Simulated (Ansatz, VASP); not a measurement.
GaN: VASP beside Ansatz

INCAR

```
SYSTEM = GaN
  PREC = Accurate
  ENCUT = 520
  EDIFF = 1E-7
  ISMEAR = 0
  SIGMA = 0.05
  LREAL = .False.
  LASPH = .True.
  NELM = 80
  ALGO = Normal
  ISIF = 2
  LWAVE = .False.
  LCHARG = .False.
  LDIPOL = .True.
  IDIPOL = 3
  DIPOL = 0.5 0.5 0.500
  GGA = PS
  NBANDS = 56
```

File KPOINTS:

```
Automatic mesh
0
Gamma
  9 9 1
  0 0 0
```

Contents of POSCAR:

```
GaN
1.0
    3.1807290383      0.0000000000      0.0000000000
   -1.5903645192      2.7545921497      0.0000000000
    0.0000000000      0.0000000000     26.0374811347
N Ga
5 5
Direct
    0.0000000000      0.0000000000      0.2880462961
    0.3333333333      0.6666666667      0.3877892156
    0.6666666667      0.3333333333      0.4875321351
    0.0000000000      0.0000000000      0.5872750546
    0.3333333333      0.6666666667      0.6870179741
    0.3333333333      0.6666666667      0.3129820259
    0.6666666667      0.3333333333      0.4127249454
    0.0000000000      0.0000000000      0.5124678649
    0.3333333333      0.6666666667      0.6122107844
    0.6666666667      0.3333333333      0.7119537039
```

Input for Ansatz:

```yaml
crystal:
  lattice:
    - [3.1807290383, 0.0, 0.0]
    - [-1.5903645192, 2.7545921497, 0.0]
    - [0.0, 0.0, 26.0374811347]
  atoms:
    - { symbol: "N", position: [0.0, 0.0, 0.2880462961] }
    - { symbol: Ga, position: [0.3333333333, 0.6666666667, 0.3129820259] }
    - { symbol: "N", position: [0.3333333333, 0.6666666667, 0.3877892156] }
    - { symbol: Ga, position: [0.6666666667, 0.3333333333, 0.4127249454] }
    - { symbol: "N", position: [0.6666666667, 0.3333333333, 0.4875321351] }
    - { symbol: Ga, position: [0.0, 0.0, 0.5124678649] }
    - { symbol: "N", position: [0.0, 0.0, 0.5872750546] }
    - { symbol: Ga, position: [0.3333333333, 0.6666666667, 0.6122107844] }
    - { symbol: "N", position: [0.3333333333, 0.6666666667, 0.6870179741] }
    - { symbol: Ga, position: [0.6666666667, 0.3333333333, 0.7119537039] }
basis:
  ecutwfc: 420
kpoints:
  mp_grid: { grid: [9, 9, 1] }
hamiltonian:
  xc: pbesol
scf:
  occupations: { method: gaussian, width: 0.05 }
output:
  forces: true
  stress: true
  eigenvalues: true
  write_density: true
  write_potential: true
  elf: true
  volumetric_format: npy
efield:
  axis: 3
  dipole_correction: true
  ramp_width: 0.04
```

Alike in both runs: task single point; functional PBEsol; k mesh 9 × 9 × 1; occupations gaussian, width 0.05 eV; no spin polarisation.

```csv
,VASP,Ansatz
version,VASP 6.6.1,Ansatz 0.2.0
potentials or method,"VASP PAW PBE potentials, release 64 (N, Ga_d), cutoff 520 eV","scalar-relativistic, plane waves, PAW"
valence electrons in the cell,90,90
```

```tsv
	VASP	Ansatz	Ansatz less VASP
gap on the k mesh at the Fermi level (eV)	none	none	-
rms of the force components (eV/Å)	0.566	0.563	-0.0025
```

VASP's potentials were made for PBE, not for PBEsol. A gap of «none» marks a metal or a gap that the smearing closes. The functional is the same, so the differences come from potentials, cutoffs and numerics. Ansatz's warnings: xc potential rough in thin density.
